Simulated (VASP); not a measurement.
Input of a VASP 6.6.1 run:

File INCAR:

```
PREC = Accurate ; ENCUT = 600
EDIFF = 1E-7 ; ISMEAR = 0
SIGMA = 0.1 ; LREAL = F
LASPH = T ; NELM = 80
ALGO = Normal ; ISIF = 3
LWAVE = F ; LCHARG = F
GGA = PE ; IBRION = 2
NSW = 90 ; EDIFFG = -0.04
```

The input KPOINTS:

```
regular mesh
0
Gamma
  6 6 4
```

File POSCAR:

```
ZnS
1.0
    2.9003496300      0.0000000000      0.0000000000
    0.0000000000      3.5787169300      0.0000000000
    0.0000000000      0.0000000000      4.0025341500
Zn S
1 1
Direct
    0.5000000000      0.0000000000      0.5000000000
    0.5000000000      0.5000000000      0.5000000000
```

Potentials or basis: VASP PAW PBE potentials, release 64 (Zn, S).

Run with:

```console
$ cat potpaw_PBE.64/Zn/POTCAR potpaw_PBE.64/S/POTCAR > POTCAR
$ mpirun -np 1 vasp_std > vasp.out
```

Question: Predict the space group after relaxing (to 0.1 Å).

Answer: Pmmm (No. 47).

Question: Predict the band gap on the k mesh.

Answer: 0.85 eV (least direct gap 1.83 eV).

Question: Predict the relaxed cell.

Answer: a = 4.494 Å, b = 4.173 Å, c = 4.910 Å, α = 90.00°, β = 90.00°, γ = 90.00°.

Question: What does it give for the relaxed volume?

Answer: 46.05 Å³/atom.

Stress tensor (GPa, compression positive):
```
-0.12  0.00  0.00
 0.00  0.05  0.00
 0.00  0.00  0.06
```

Caveat: the volume moved by over 15 % at a fixed basis, so the end points are rough. A k mesh can miss the band edges.
